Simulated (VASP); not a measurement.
ZrC, 2 atoms in the cell. Symmetry: Fm-3m, No. 225, cubic system. The conventional cell has a = 4.653 Å, b = 4.653 Å, c = 4.653 Å, α = 90.00°, β = 90.00°, γ = 90.00°. Zr (site symmetry m-3m) has 6 C at 2.33 Å within 3.1 Å. Within 3.1 Å of C (site symmetry m-3m) lie 6 Zr at 2.33 Å.  This cell differs from its parent crystal: volume scaled by 0.97.

- Program: VASP 6.6.1
- Task: electric field gradients
- Functional: PBE
- Potentials or basis: VASP PAW PBE potentials, release 64 (Zr_sv, C)
- Cutoff: 520 eV
- k mesh: 15 × 15 × 15
- Occupations: fermi-dirac, width 0.05 eV
- Spin: no spin polarisation
- Dipole correction: no
- Further INCAR settings: ALGO = Normal; EDIFF = 1e-08; NBANDS = 15

Potentials or basis: VASP PAW PBE potentials, release 64 (Zr_sv, C).

Launch:

```sh
$ cat potpaw_PBE.64/Zr_sv/POTCAR potpaw_PBE.64/C/POTCAR > POTCAR
$ mpirun -np 1 vasp_std > vasp.out
```

Hardware: 1 thread of Intel(R) Xeon(R) 6975P-C (Granite Rapids), on a shared host.

Task: How long does it take, and how much memory?

Result: It took 14 s on 1 thread of Intel(R) Xeon(R) 6975P-C (Granite Rapids), on a shared host, peak memory 0.17 GiB. Counts: scf iterations 15, k points 120.
